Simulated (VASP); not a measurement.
# ScHg (Pm-3m) in VASP: a series of runs

The runs below take ScHg through single point, relaxation of cell and atoms, with LDA.

Program: VASP 6.6.1. These are calculated values, not measurements. Logs are shortened: lines on timing, memory, paths and dates and some standing lists are left out, and cuts for length are marked.

### Step 1. The cell of the first run

The structure is cubic, space group Pm-3m (No. 221). The conventional cell has a = 3.426 Å, b = 3.426 Å, c = 3.426 Å, α = 90.00°, β = 90.00°, γ = 90.00°. Sc (site symmetry m-3m) has 8 Hg at 2.97 Å and 6 Sc at 3.43 Å within 3.9 Å. Within 3.9 Å of Hg (site symmetry m-3m) lie 8 Sc at 2.97 Å and 6 Hg at 3.43 Å.

### Step 2. Single point, LDA

INCAR

```
  ALGO = Normal
  EDIFF = 1E-7
  ENCUT = 520
  ISIF = 2
  ISMEAR = 0
  LASPH = T
  LCHARG = F
  LREAL = F
  LWAVE = F
  NBANDS = 18
  NELM = 100
  PREC = Accurate
  SIGMA = 0.1
```

KPOINTS

```
k-points
0
Gamma
  12 12 12
```

POSCAR

```
ScHg
1.0
    3.4262239366      0.0000000000      0.0000000000
    0.0000000000      3.4262239366      0.0000000000
    0.0000000000      0.0000000000      3.4262239366
Sc Hg
1 1
Direct
    0.5000000000      0.5000000000      0.5000000000
    0.0000000000      0.0000000000      0.0000000000
```

Potentials or basis: VASP PAW LDA potentials, release 64 (Sc_sv, Hg).

Run with:

```console
> cat potpaw_LDA.64/Sc_sv/POTCAR potpaw_LDA.64/Hg/POTCAR > POTCAR
> mpirun -np 1 vasp_std > vasp.out
```

OUTCAR:

```text
EDIFF = 1E-7
   ENCUT = 520
   ISIF = 2
   ISMEAR = 0
   LASPH = T
   LREAL = F
   NELM = 100
   PREC = Accurate

 ion  position               nearest neighbor table
   1  0.500  0.500  0.500-   2 2.97   2 2.97   2 2.97   2 2.97   2 2.97   2 2.97   2 2.97   2 2.97

   2  0.000  0.000  0.000-   1 2.97   1 2.97   1 2.97   1 2.97   1 2.97   1 2.97   1 2.97   1 2.97

  LATTYP: Found a simple cubic cell.
 ALAT       =     3.4262239366

  Lattice vectors:

 A1 = (   3.4262239366,   0.0000000000,   0.0000000000)
 A2 = (   0.0000000000,   3.4262239366,   0.0000000000)
 A3 = (   0.0000000000,   0.0000000000,   3.4262239366)

Analysis of symmetry for initial positions (statically):
=====================================================================
 Subroutine PRICEL returns:
 Original cell was already a primitive cell.

 Routine SETGRP: Setting up the symmetry group for a
 simple cubic supercell.

 Subroutine GETGRP returns: Found 48 space group operations
 (whereof 48 operations were pure point group operations)
 out of a pool of 48 trial point group operations.

The static configuration has the point symmetry O_h .

Analysis of symmetry for dynamics (positions and initial velocities):
=====================================================================
 Subroutine PRICEL returns:
 Original cell was already a primitive cell.

 Routine SETGRP: Setting up the symmetry group for a
 simple cubic supercell.

 Subroutine GETGRP returns: Found 48 space group operations
 (whereof 48 operations were pure point group operations)
 out of a pool of 48 trial point group operations.

The dynamic configuration has the point symmetry O_h .

 Subroutine INISYM returns: Found 48 space group operations
 (whereof 48 operations are pure point group operations),
 and found     1 'primitive' translations

----------------------------------------------------------------------------------------

                                     Primitive cell

  volume of cell :      40.2205

  direct lattice vectors                    reciprocal lattice vectors
     3.426223937  0.000000000  0.000000000     0.291866503  0.000000000  0.000000000
     0.000000000  3.426223937  0.000000000     0.000000000  0.291866503  0.000000000
     0.000000000  0.000000000  3.426223937     0.000000000  0.000000000  0.291866503

  length of vectors
     3.426223937  3.426223937  3.426223937     0.291866503  0.291866503  0.291866503

  position of ions in fractional coordinates (direct lattice)
     0.500000000  0.500000000  0.500000000
     0.000000000  0.000000000  0.000000000

[... 77 lines left out ...]
   LREAL  =      F    real-space projection
   EDIFFG = 0.1E-05   stopping-criterion for IOM
   NSW    =      0    number of steps for IOM
   IBRION =     -1    ionic relax: 0-MD 1-quasi-New 2-CG
   NFREE  =      0    steps in history (QN), initial steepest desc. (CG)
   ISIF   =      2    stress and relaxation
   ISYM   =      2    0-nonsym 1-usesym 2-fastsym
   POTIM  = 0.5000    time-step for ionic-motion
   TEBEG  =    0.0;   TEEND  =   0.0 temperature during run
   PSTRESS=    0.0 pullay stress
   NELECT =      23.0000    total number of electrons
   NUPDOWN=      -1.0000    fix difference up-down
   EMIN   =  10.00;   EMAX   =-10.00  energy-range for DOS
   EFERMI =   0.00;   METHOD = LEGACY
   ISMEAR =     0;   SIGMA  =   0.10  broadening in eV -4-tet -1-fermi 0-gaus
   EFERMI_NEDOS =   21; number of points for ismear=-14 and -15
   IALGO  =     38    algorithm
   IMIX   =      4    mixing-type and parameters
     AMIX     =   0.40;   BMIX     =  1.00
     AMIX_MAG =   1.60;   BMIX_MAG =  1.00
  volume/ion in A,a.u.               =      20.11       135.71
  Fermi-wavevector in a.u.,A,eV,Ry     =   1.358840  2.567836 25.122430  1.846447
  Thomas-Fermi vector in A             =   2.485639
   LORBIT       =      0    0 simple, 1 ext, 2 COOP (PROOUT), +10 PAW based schemes
   GGA     = CA    functional components
   LHFCALC =     F    Hartree Fock is set to
   AEXX    =    0.0000 exact exchange contribution
   IVDW    =     0    specifies the selected vdW correction
   LEPSILON=     F    determine dielectric tensor
   LRPA    =     F    only Hartree local field effects (RPA)
 non-spin polarized calculation
 Gauss-broadening in eV      SIGMA  =   0.10
  energy-cutoff  :      520.00
  volume of cell :       40.22
 maximum number of plane-waves:      1108
 NGX is ok and might be reduce to    28
   NGX = 13   NGY = 13   NGZ = 13

 number of electron      22.9999995 magnetization

 Free energy of the ion-electron system (eV)
  ---------------------------------------------------
  ext. energy  EPLUGINS =         0.00000000
  ---------------------------------------------------
  free energy    TOTEN  =        -8.85495939 eV

  energy without entropy =       -8.84355830  energy(sigma->0) =       -8.84925884

 E-fermi :   4.7423     XC(G=0): -11.5484

 val. band max:        4.7273706487   @ k =   0.5000   0.0833   0.0000
 cond. band min:       4.7473164423   @ k =   0.4167   0.0833   0.0000
 fundamental gap:      0.0199457937
 Fermi energy:         4.7422784806

 k-point     1 :       0.0000    0.0000    0.0000
  band No.  band energies     occupation
      1     -44.6221      2.00000
      2     -23.5364      2.00000
      3     -23.5364      2.00000
      4     -23.5364      2.00000
      5      -4.1257      2.00000
      6      -3.4860      2.00000
[... 481 lines left out ...]
      5      -3.3513      2.00000
      6      -3.2867      2.00000
[... 10 lines left out ...]
     17       9.7282      0.00000
     18      12.1124      0.00000

 [... further k-points ...]

------------------------ aborting loop because EDIFF is reached ----------------------------------------

  FORCE on cell =-STRESS in cart. coord.  units (eV):
  Direction    XX          YY          ZZ          XY          YZ          ZX
  --------------------------------------------------------------------------------------
  -------------------------------------------------------------------------------------
  Total        0.1310814      0.1310814      0.1310814     -0.0000000     -0.0000000     -0.0000000
  in kB        5.2216080      5.2216080      5.2216080     -0.0000000     -0.0000000     -0.0000000
  external PRESSURE =       5.2216080 kB  Pullay stress =       0.0000000 kB

 VOLUME and BASIS-vectors are now :
 -----------------------------------------------------------------------------
  energy-cutoff  :      520.00
  volume of cell :       40.22
      direct lattice vectors                 reciprocal lattice vectors
     3.426223937  0.000000000  0.000000000     0.291866503  0.000000000  0.000000000
     0.000000000  3.426223937  0.000000000     0.000000000  0.291866503  0.000000000
     0.000000000  0.000000000  3.426223937     0.000000000  0.000000000  0.291866503

 POSITION                                       TOTAL-FORCE (eV/Angst)
 -----------------------------------------------------------------------------------
      1.71311      1.71311      1.71311         0.000000      0.000000      0.000000
      0.00000      0.00000      0.00000         0.000000      0.000000      0.000000
 -----------------------------------------------------------------------------------
    total drift:                                0.000000      0.000000      0.000000

  FREE ENERGIE OF THE ION-ELECTRON SYSTEM (eV)
  ---------------------------------------------------
  free  energy   TOTEN  =        -8.8549593929 eV

  energy  without entropy=       -8.8435582966  energy(sigma->0) =       -8.84925884
```

stdout:

```text
POSCAR found type information on POSCAR ScHg
 POSCAR found :  2 types and       2 ions
 scaLAPACK will be used
 LDA part: xc-table for (Slater(with rela. corr.)+CA(PZ))
 , standard interpolation
 POSCAR, INCAR and KPOINTS ok, starting setup
 FFT: planning ... GRIDC
 FFT: planning ... GRID_SOFT
 FFT: planning ... GRID
 WAVECAR not read
 entering main loop
```

It took 31 s on 1 thread of Intel Xeon Platinum 8488C (Sapphire Rapids), shared host; peak memory 0.19 GiB.

What came out:

```yaml
Free_energy: -8.8550 eV
Pressure: 0.5 GPa
```

Levels at points of the mesh, in eV from the Fermi level:
```csv
k point,band 10,band 11,band 12,band 13,band 14,band 15
"(0.00, 0.00, 0.00)",-7.29,0.31,0.31,2.58,2.58,2.58
"(0.50, 0.00, 0.00)",-5.09,-3.99,-0.09,0.78,0.78,2.33
"(0.50, 0.50, 0.00)",-4.14,-0.98,-0.98,0.62,2.16,2.16
"(0.50, 0.50, 0.50)",-1.93,-1.93,-1.93,-0.75,3.14,3.14
```

Caveat: spin-orbit coupling is left out, which moves the levels of the heavy elements.

### Step 3. Relaxation of cell and atoms, LDA

This run uses another cell than the first one, of 21.89 Å³/atom, 1.089 times its volume.

INCAR

```
SYSTEM = ScHg
ALGO = Normal
EDIFF = 1E-7
EDIFFG = -0.005
ENCUT = 600
IBRION = 2
ISIF = 3
ISMEAR = 0
LASPH = .True.
LCHARG = .False.
LREAL = .False.
LWAVE = .False.
NELM = 100
NSW = 70
PREC = Accurate
SIGMA = 0.1
```

KPOINTS

```
k-points
0
Gamma
  12 12 12
  0 0 0
```

POSCAR

```
ScHg
1.0
    3.5245126064      0.0000000000      0.0000000000
    0.0000000000      3.5245126064      0.0000000000
    0.0000000000      0.0000000000      3.5245126064
Sc Hg
1 1
Direct
    0.5000000000      0.5000000000      0.5000000000
    0.0000000000      0.0000000000      0.0000000000
```

Potentials or basis: VASP PAW LDA potentials, release 64 (Sc_sv, Hg).

Run with:

```console
> cat potpaw_LDA.64/Sc_sv/POTCAR potpaw_LDA.64/Hg/POTCAR > POTCAR
> mpirun -np 1 vasp_std > vasp.out
```

It took 76 s on 1 thread of Intel Xeon Platinum 8488C (Sapphire Rapids), shared host; peak memory 0.21 GiB.

The run converged. Its results:

```yaml
Free_energy: -8.8557 eV
Relaxed_volume: 20.24 Å³/atom
Relaxed_cell: a = 3.434 Å, b = 3.434 Å, c = 3.434 Å, α = 90.00°, β = 90.00°, γ = 90.00°
Space_group_after_relaxing_to_0.05_Å: Pm-3m (No. 221)
Energy_gained_by_relaxing: 35.0 meV/atom
Ionic_steps: 3
Pressure_after_relaxing: 0.0 GPa
```

Step by step:
| step | energy change (eV) | largest force (eV/Å) | pressure (GPa) | volume (Å³) |
| --- | --- | --- | --- | --- |
| 1 | 0.0000 | 0.0000 | -6.30 | 43.78 |
| 2 | -0.0399 | 0.0000 | 5.24 | 38.55 |
| 3 | -0.0699 | 0.0000 | -0.03 | 40.49 |

Final structure:
```
CELL_PARAMETERS angstrom
3.43378 0.00000 0.00000
0.00000 3.43378 0.00000
0.00000 0.00000 3.43378
ATOMIC_POSITIONS crystal
Sc 0.50000 0.50000 0.50000
Hg 0.00000 0.00000 0.00000
```

Levels at points of the mesh, in eV from the Fermi level:
```csv
k point,band 9,band 10,band 11,band 12,band 13,band 14,band 15
"(0.00, 0.00, 0.00)",-7.28,-7.28,0.31,0.31,2.56,2.56,2.56
"(0.50, 0.00, 0.00)",-7.18,-5.09,-3.97,-0.09,0.77,0.77,2.31
"(0.50, 0.50, 0.00)",-6.73,-4.13,-0.98,-0.98,0.61,2.14,2.14
"(0.50, 0.50, 0.50)",-6.71,-1.91,-1.91,-1.91,-0.77,3.11,3.11
```

Caveat: spin-orbit coupling is left out, which moves the levels of the heavy elements. Zero-point motion and thermal expansion aren't in these numbers.
